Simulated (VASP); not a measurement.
CaSe: single point with r2SCAN

CaSe:

```
CELL_PARAMETERS angstrom
0.00000 2.96754 2.96754
2.96754 0.00000 2.96754
2.96754 2.96754 0.00000
ATOMIC_POSITIONS crystal
Ca 0.00000 0.00000 0.00000
Se 0.50000 0.50000 0.50000
```

```json
{"Program": "VASP 6.6.1", "Task": "single point", "Functional": "r2SCAN", "Potentials or basis": "VASP PAW PBE potentials, release 64 (Ca_sv, Se)", "Cutoff": "520 eV", "k mesh": "8 × 8 × 8", "Occupations": "gaussian, width 0.01 eV", "Spin": "no spin polarisation", "Dipole correction": "no", "Further INCAR settings": "ALGO = Normal; EDIFF = 1e-06; NBANDS = 15"}
```

The pressure is 0.2 GPa and the band gap on the k mesh is 2.52 eV, indirect (least direct gap 3.46 eV).

Levels at points of the mesh, in eV from the valence-band top:
| k point | band 4 | band 5 | band 6 | band 7 | band 8 | band 9 | band 10 | band 11 | band 12 | band 13 |
| --- | --- | --- | --- | --- | --- | --- | --- | --- | --- | --- |
| (0.00, 0.00, 0.00) | -21.44 | -12.16 | 0.00 | 0.00 | 0.00 | 4.08 | 4.23 | 4.23 | 4.23 | 4.82 |
| (0.50, 0.00, 0.00) | -21.44 | -11.45 | -3.24 | -1.17 | -1.17 | 5.10 | 6.07 | 6.09 | 6.09 | 8.10 |
| (0.50, 0.50, 0.00) | -21.47 | -11.57 | -2.52 | -0.94 | -0.94 | 2.52 | 5.60 | 5.76 | 6.62 | 6.62 |

Run time: 37 s on 1 thread of Intel(R) Xeon(R) Platinum 8488C (Sapphire Rapids), with other jobs on the host, peak memory 0.19 GiB.

Caveat: the PAW data sets were made with another functional, which shifts forces and pressure a little. r2SCAN opens gaps a little over a GGA but as a rule still falls short of measured ones.
